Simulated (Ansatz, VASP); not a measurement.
**Au in VASP and in Ansatz**

The input INCAR:

```
PREC = Accurate ; ENCUT = 520
EDIFF = 1E-6 ; ISMEAR = 0
SIGMA = 0.15 ; LREAL = False
LASPH = True ; NELM = 80
ALGO = Fast ; ISIF = 2
LWAVE = False ; LCHARG = False
GGA = PE ; NBANDS = 18
```

File KPOINTS:

```
Automatic mesh
0
Gamma
  16 16 12
```

The input POSCAR:

```
Au
1.0
    0.0000000000     -2.0455000000     -2.0455000000
    0.0000000000      2.0455000000     -2.0455000000
    4.0910000000      0.0000000000      0.0000000000
Au
2
Direct
    0.5000000000      0.5000000000      0.5427768272
    0.0000000000      0.0000000000     -0.0427768272
```

Input for Ansatz:

```yaml
crystal:
  lattice:
    - [0.0, -2.0455, -2.0455]
    - [0.0, 2.0455, -2.0455]
    - [4.091, 0.0, 0.0]
  atoms:
    - { symbol: Au, position: [0.5, 0.5, 0.5427768272] }
    - { symbol: Au, position: [0.0, 0.0, -0.0427768272] }
basis:
  ecutwfc: 420
kpoints:
  mp_grid: { grid: [16, 16, 12] }
hamiltonian:
  xc: pbe
scf:
  occupations: { method: gaussian, width: 0.15 }
output:
  forces: true
  stress: true
  eigenvalues: true
  write_density: true
  write_potential: true
  elf: true
  volumetric_format: npy
```

Change from the starting cell: mode 6 (154.3 1/cm) frozen in, largest displacement +0.175 Å.

Alike in both runs: task single point; functional PBE; k mesh 16 × 16 × 12; occupations gaussian, width 0.15 eV; no spin polarisation.

|  | VASP | Ansatz |
| --- | --- | --- |
| version | VASP 6.6.1 | Ansatz 0.2.0 |
| potentials or method | VASP PAW PBE potentials, release 64 (Au), cutoff 520 eV | scalar-relativistic, plane waves, PAW |
| valence electrons in the cell | 22 | 38 |

|  | VASP | Ansatz | Ansatz less VASP |
| --- | --- | --- | --- |
| gap on the k mesh at the Fermi level (eV) | none | none | - |
| pressure (GPa) | 19.7 | 20.0 | +0.27 |
| traceless stress, the component that is largest in VASP (GPa) | -1.66 | -1.66 | -0.002 |
| rms of the force components (eV/Å) | 1.910 | 1.921 | +0.0109 |

Atom by atom the forces differ by 0.011 eV/Å (rms over components). A gap of «none» marks a metal or a gap that the smearing closes. VASP's potentials hold 22 valence electrons a cell and Ansatz's 38, so a difference there can come from the potentials and not from the codes.

Neither program's run includes spin-orbit coupling.
